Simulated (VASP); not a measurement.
# Si12HNO23 (a cell with a defect) in VASP: relaxation of the atoms with PBE

Aim: the relaxation of the atoms of Si12HNO23 (a cell with a defect) with PBE.

Everything below comes from runs of VASP 6.6.1. Logs are shortened: lines on timing, memory, paths and dates and some standing lists are left out, and cuts for length are marked.

### Step 1. The cell of the first run

The cell holds a defect, 37 atoms: a = 7.454 Å, b = 7.454 Å, c = 10.042 Å, α = 70.32°, β = 70.32°, γ = 71.37°.

### Step 2. Relaxation of the atoms, PBE

INCAR

```
SYSTEM = Si12HNO23
PREC = Accurate ; ENCUT = 520
EDIFF = 1E-7 ; ISMEAR = 0
SIGMA = 0.01 ; LREAL = Auto
LASPH = .TRUE. ; NELM = 120
ALGO = Normal ; ISIF = 2
LWAVE = .FALSE. ; LCHARG = .FALSE.
GGA = PE ; IBRION = 2
NSW = 100 ; EDIFFG = -0.03
GGA_COMPAT = .FALSE. ; NELMIN = 4
```

KPOINTS

```
Automatic mesh
0
Gamma
  1 1 1
  0.25 0.25 0.25
```

POSCAR

```
Si12HNO23
1.0
   -2.5104095100      4.3481568300      5.5092742100
    5.0208190300      0.0000000000      5.5092742100
    5.0208190300      8.6963136500      0.0000000000
Si O N H
12 23 1 1
Direct
    0.4049040000      0.9284293300      0.0357853300
    0.9049040000      0.4284293300      0.2857853300
    0.0000000000      0.0000000000      0.2617626700
    0.5000000000      0.5000000000      0.0117626700
    0.0950960000      0.5715706700      0.4524520000
    0.5950960000      0.0715706700      0.2024520000
    0.4049040000      0.9284293300      0.5357853300
    0.9049040000      0.4284293300      0.7857853300
    0.0000000000      0.0000000000      0.7617626700
    0.5000000000      0.5000000000      0.5117626700
    0.0950960000      0.5715706700      0.9524520000
    0.5950960000      0.0715706700      0.7024520000
    0.0622038000      0.4766467000      0.3409667000
    0.5622038000      0.9766467000      0.0909667000
    0.0640233200      0.8081605100      0.3886982900
    0.5640233200      0.3081605100      0.1386982900
    0.1820486300      0.0234685400      0.1161971300
    0.3179513700      0.4765314600      0.4689557200
    0.8179513700      0.9765314600      0.2189557200
    0.4359766800      0.6918394900      0.0747902100
    0.9359766800      0.1918394900      0.3247902100
    0.4377962000      0.0233533000      0.3603919500
    0.9377962000      0.5233533000      0.1103919500
    0.0622038000      0.4766467000      0.8409667000
    0.5622038000      0.9766467000      0.5909667000
    0.0640233200      0.8081605100      0.8886982900
    0.5640233200      0.3081605100      0.6386982900
    0.1820486300      0.0234685400      0.6161971300
    0.6820486300      0.5234685400      0.8661971300
    0.3179513700      0.4765314600      0.9689557200
    0.8179513700      0.9765314600      0.7189557200
    0.4359766800      0.6918394900      0.5747902100
    0.9359766800      0.1918394900      0.8247902100
    0.4377962000      0.0233533000      0.8603919500
    0.9377962000      0.5233533000      0.6103919500
    0.6820486300      0.5234685400      0.3661971300
    0.5379000000      0.6006220000      0.4197980000
```

Potentials or basis: VASP PAW PBE potentials, release 64 (Si, O, N, H).

The run is started by

```console
$ cat potpaw_PBE.64/Si/POTCAR potpaw_PBE.64/O/POTCAR potpaw_PBE.64/N/POTCAR potpaw_PBE.64/H/POTCAR > POTCAR
$ mpirun -np 1 vasp_std > vasp.out
```

OUTCAR:

```text
SYSTEM = Si12HNO23
   PREC = Accurate
   ENCUT = 520
   EDIFF = 1E-7
   ISMEAR = 0
   LREAL = Auto
   LASPH = .TRUE.
   NELM = 120
   ISIF = 2
   GGA = PE
   IBRION = 2
   NSW = 100
   EDIFFG = -0.03
   NELMIN = 4

 ion  position               nearest neighbor table
   1  0.405  0.928  0.036-  34 1.63  17 1.63  20 1.63  14 1.63   4 3.12  12 3.12   3 3.12   6 3.12

   2  0.905  0.428  0.286-  23 1.63  36 1.63  21 1.63  13 1.63   3 3.12  11 3.12  10 3.12   5 3.12

   3  0.000  0.000  0.262-  15 1.63  21 1.63  19 1.63  17 1.63   2 3.12   5 3.12   6 3.12   1 3.12
[... 40 lines left out ...]
  34  0.438  0.023  0.860-   1 1.63  12 1.63
  35  0.938  0.523  0.610-   8 1.63   5 1.63
  36  0.682  0.523  0.366-  37 1.10   2 1.63  10 1.63
  37  0.538  0.601  0.420-  10 0.99  36 1.10

 -----------------------------------------------------------------------------
|                                                                             |
|           W    W    AA    RRRRR   N    N  II  N    N   GGGG   !!!           |
|           W    W   A  A   R    R  NN   N  II  NN   N  G    G  !!!           |
|           W    W  A    A  R    R  N N  N  II  N N  N  G       !!!           |
|           W WW W  AAAAAA  RRRRR   N  N N  II  N  N N  G  GGG   !            |
|           WW  WW  A    A  R   R   N   NN  II  N   NN  G    G                |
|           W    W  A    A  R    R  N    N  II  N    N   GGGG   !!!           |
|                                                                             |
|     The distance between some ions is very small. Please check the          |
|     nearest-neighbor list in the OUTCAR file.                               |
|     I HOPE YOU KNOW WHAT YOU ARE DOING!                                     |
|                                                                             |
 -----------------------------------------------------------------------------

  LATTYP: Found a base centered monoclinic cell.
 ALAT       =    12.1085520629
 B/A-ratio  =     0.7181959996
 C/A-ratio  =     0.8293013073
 COS(beta)  =    -0.4146506542

  Lattice vectors:

 A1 = (   2.5104095100,  -4.3481568300,  -5.5092742100)
 A2 = (  -5.0208190300,   0.0000000000,  -5.5092742100)
 A3 = (   5.0208190300,   8.6963136500,   0.0000000000)

Analysis of symmetry for initial positions (statically):
=====================================================================
 Subroutine PRICEL returns:
 Original cell was already a primitive cell.

 Routine SETGRP: Setting up the symmetry group for a
 base centered monoclinic supercell.

 Subroutine GETGRP returns: Found  1 space group operations
 (whereof  1 operations were pure point group operations)
[... 188 lines left out ...]
   LHFCALC =     F    Hartree Fock is set to
   AEXX    =    0.0000 exact exchange contribution
   IVDW    =     0    specifies the selected vdW correction
   LEPSILON=     F    determine dielectric tensor
   LRPA    =     F    only Hartree local field effects (RPA)
 conjugate gradient relaxation of ions
 non-spin polarized calculation
 Gauss-broadening in eV      SIGMA  =   0.01
  energy-cutoff  :      520.00
  volume of cell :      481.10
 maximum number of plane-waves:     12934
 NGX is ok and might be reduce to    56
   NGX = 27   NGY = 27   NGZ = 37

--------------------------------------- Ionic step        1  -------------------------------------------

 number of electron     192.0000024 magnetization

 Free energy of the ion-electron system (eV)
  ---------------------------------------------------
  ext. energy  EPLUGINS =         0.00000000
  ---------------------------------------------------
  free energy    TOTEN  =      -279.23243212 eV

  energy without entropy =     -279.23243212  energy(sigma->0) =     -279.23243212

------------------------ aborting loop because EDIFF is reached ----------------------------------------

  FORCE on cell =-STRESS in cart. coord.  units (eV):
  Direction    XX          YY          ZZ          XY          YZ          ZX
  --------------------------------------------------------------------------------------
  -------------------------------------------------------------------------------------
  Total        1.3695702     13.6491275     20.3198377      1.3390070    -15.5096504     -2.2457663
  in kB        4.5610069     45.4549647     67.6700769      4.4592241    -51.6509653     -7.4789563
  external PRESSURE =      39.2286828 kB  Pullay stress =       0.0000000 kB
[... 194 lines left out ...]
  FREE ENERGIE OF THE ION-ELECTRON SYSTEM (eV)
  ---------------------------------------------------
  free  energy   TOTEN  =      -208.2805235378 eV

  energy  without entropy=     -208.2805194486  energy(sigma->0) =     -208.28052149

[... ionic steps 4 to 94 ...]

--------------------------------------- Ionic step       95  -------------------------------------------

 number of electron     192.0000002 magnetization

------------------------ aborting loop because EDIFF is reached ----------------------------------------
[... 137 lines left out ...]
--------------------------------------- Ionic step       97  -------------------------------------------

 number of electron     192.0000003 magnetization

 Free energy of the ion-electron system (eV)
  ---------------------------------------------------
  ext. energy  EPLUGINS =         0.00000000
  ---------------------------------------------------
  free energy    TOTEN  =      -288.84262187 eV

  energy without entropy =     -288.84262187  energy(sigma->0) =     -288.84262187

 E-fermi :   1.5944     XC(G=0):  -8.9487

 val. band max:        1.5366207678   @ k =   0.2500   0.2500   0.2500
 cond. band min:       6.8976622616   @ k =   0.2500   0.2500   0.2500
 fundamental gap:      5.3610414939
 Fermi energy:         1.5943966060

 k-point     1 :       0.2500    0.2500    0.2500
  band No.  band energies     occupation
      1     -18.4328      2.00000
      2     -18.0749      2.00000
      3     -17.9988      2.00000
      4     -17.8804      2.00000
      5     -17.8192      2.00000
      6     -17.7370      2.00000
[... 100 lines left out ...]
    107       9.8049      0.00000
    108       9.8984      0.00000
 [bands above 108 left out]

------------------------ aborting loop because EDIFF is reached ----------------------------------------

  FORCE on cell =-STRESS in cart. coord.  units (eV):
  Direction    XX          YY          ZZ          XY          YZ          ZX
  --------------------------------------------------------------------------------------
  -------------------------------------------------------------------------------------
  Total        2.4283084      0.7066550      0.9241273     -0.3556113      0.8448704     -1.6197056
  in kB        8.0868666      2.3533358      3.0775722     -1.1842735      2.8136269     -5.3940196
  external PRESSURE =       4.5059249 kB  Pullay stress =       0.0000000 kB
[... 52 lines left out ...]
  FREE ENERGIE OF THE ION-ELECTRON SYSTEM (eV)
  ---------------------------------------------------
  free  energy   TOTEN  =      -288.8426218706 eV

  energy  without entropy=     -288.8426218706  energy(sigma->0) =     -288.84262187

 reached required accuracy - stopping structural energy minimisation
```

OSZICAR:

```text
N       E                     dE             d eps       ncg     rms          rms(c)
[... 661 lines left out ...]
DAV:   8    -0.288815544320E+03    0.49535E-07   -0.11994E-06   268   0.578E-03    0.151E-03
DAV:   9    -0.288815544311E+03    0.90258E-08   -0.61724E-07   268   0.383E-03
  50 F= -.28881554E+03 E0= -.28881554E+03  d E =-.318606E-02
       N       E                     dE             d eps       ncg     rms          rms(c)
DAV:   1    -0.288815306811E+03    0.23751E-03   -0.35948E-01   230   0.213E+00    0.137E-01
DAV:   2    -0.288816023877E+03   -0.71707E-03   -0.78827E-03   268   0.293E-01    0.635E-02
DAV:   3    -0.288815970286E+03    0.53591E-04   -0.13488E-04   276   0.471E-02    0.391E-02
DAV:   4    -0.288815945900E+03    0.24386E-04   -0.13404E-04   268   0.556E-02    0.104E-02
DAV:   5    -0.288815948138E+03   -0.22374E-05   -
```

It took 65 min on 1 thread of Intel Xeon 6975P-C (Granite Rapids), shared host; peak memory 0.64 GiB.

What came out:

```yaml
Free_energy: -288.8426 eV
Pressure_after_relaxing: 0.5 GPa
Largest_force_after_relaxing: 0.027 eV/Å
Band_gap_on_the_k_mesh: 5.36 eV
```

Forces in eV/Å, atoms in the order of the input:
```
Si  -0.001  0.005  0.006
Si   0.004  0.006  0.009
Si  -0.005 -0.009 -0.002
Si   0.002  0.008  0.005
Si   0.017  0.005  0.007
Si  -0.007  0.000 -0.012
Si  -0.003  0.004 -0.002
Si  -0.009  0.011 -0.005
Si  -0.002 -0.005  0.003
Si  -0.017  0.005 -0.003
Si   0.015 -0.018  0.003
Si  -0.004  0.011 -0.003
O    0.002  0.001 -0.013
O   -0.008 -0.016 -0.002
O   -0.001 -0.001  0.005
O    0.016 -0.004  0.008
O   -0.001 -0.001  0.002
O    0.001 -0.005  0.006
O   -0.008  0.009  0.014
O   -0.004  0.001  0.004
O   -0.007  0.002 -0.007
O   -0.010  0.005  0.009
O   -0.001 -0.006  0.001
O   -0.004 -0.002 -0.006
O   -0.005  0.007 -0.004
O   -0.006  0.005  0.004
O   -0.006  0.003 -0.015
O    0.016  0.000 -0.005
O   -0.010 -0.004 -0.004
O    0.000 -0.004  0.002
O    0.007 -0.008  0.002
O    0.013  0.001  0.006
O    0.003 -0.006  0.003
O   -0.002 -0.008  0.006
O    0.011  0.009  0.007
N    0.020  0.013 -0.012
H   -0.004 -0.013 -0.015
```

Final structure:
```xyz
37
Lattice="-2.5104 4.3482 5.5093 5.0208 0.0000 5.5093 5.0208 8.6963 0.0000" Properties=species:S:1:pos:R:3 pbc="T T T"
Si    3.8675    2.0851    7.3378
Si    1.2964    6.4366    7.3268
Si    3.8475    6.6591   10.9927
Si    1.3364    2.3004    5.5112
Si    4.9302    4.3701    3.6069
Si   -0.0630    4.3881    3.6493
Si    6.3728    6.4763    7.3176
Si    3.8418   10.7898    7.3433
Si    6.3710   11.0218   11.0062
Si    3.8663    6.6333    5.4834
Si    7.3783    8.7048    3.6856
Si    2.4124    8.7300    3.6885
O     3.9404    3.2767    2.9295
O     3.9913    3.3035    8.4174
O     5.8392    3.6712    4.7643
O     0.8799    3.6668    4.7606
O     0.2734    1.8130    1.1069
O     4.0409    5.5490    4.2740
O     3.9998    5.4788    9.8821
O     2.7887    2.5626    6.2055
O     0.2486    6.9760    6.1955
O     0.8694    5.0952    2.5207
O     0.7215    5.0843    8.0374
O     6.4324    7.5655    3.0126
O     6.4872    7.6423    8.4493
O     8.3892    8.0508    4.7851
O     3.2981    8.0290    4.8631
O     2.8042    6.2061    1.1317
O     5.3080   10.5900    6.6782
O     6.4241    9.7913    4.4258
O     6.4806    9.8607    9.8710
O     5.3274    6.9343    6.1571
O     2.7973   11.2849    6.1932
O     3.3955    9.4242    2.5829
O     3.3845    9.3616    7.9703
N     2.7835    5.9805    6.6322
H     2.9724    4.9960    6.8292
```

Caveat: the k points lie up to 0.92 Å⁻¹ apart, too coarse for converged energies, forces and pressures.
